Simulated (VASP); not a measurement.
A run of VASP 6.6.1:

Contents of INCAR:

```
PREC     = Accurate       # precision mode
ENCUT    = 910            # plane-wave cutoff, eV
EDIFF    = 1E-8           # SCF threshold, eV
ISMEAR   = -1             # smearing method
SIGMA    = 0.05           # smearing width, eV
LREAL    = False          # projectors in reciprocal space
LASPH    = True           # aspherical terms in the spheres
NELM     = 120            # most SCF steps
ALGO     = Normal         # electronic algorithm
ISIF     = 2              # what is computed and relaxed
LWAVE    = False          # write WAVECAR
LCHARG   = False          # write CHGCAR
GGA      = PE             # functional
LEFG     = True         
NBANDS   = 28             # bands
GGA_COMPAT= False
```

File KPOINTS:

```
Automatic mesh
0
Gamma
  9 9 9
```

Contents of POSCAR:

```
BaTiO3
1.0
    2.8648785846      1.6540384220      2.3482315742
   -2.8648785846      1.6540384220      2.3482315742
    0.0000000000     -3.3080768441      2.3482315742
Ba Ti O
1 1 3
Direct
    0.0000000000      0.0000000000      0.0000000000
    0.5140000000      0.5140000000      0.5140000000
    0.4916000000      0.4916000000      0.9815000000
    0.4916000000      0.9815000000      0.4916000000
    0.9815000000      0.4916000000      0.4916000000
```

Potentials or basis: VASP PAW PBE potentials, release 64 (Ba_sv, Ti_sv, O_h).

The run is started by

```sh
$ cat potpaw_PBE.64/Ba_sv/POTCAR potpaw_PBE.64/Ti_sv/POTCAR potpaw_PBE.64/O_h/POTCAR > POTCAR
$ mpirun -np 1 vasp_std > vasp.out
```

Hardware: 1 thread of Intel(R) Xeon(R) Platinum 8488C (Sapphire Rapids), with other jobs on the host.

Question: How long does it take, and how much memory?

Answer: Wall time 6.1 min on 1 thread of Intel(R) Xeon(R) Platinum 8488C (Sapphire Rapids) (shared host), peak memory 0.5 GiB. Counts: scf iterations 20, k points 85.
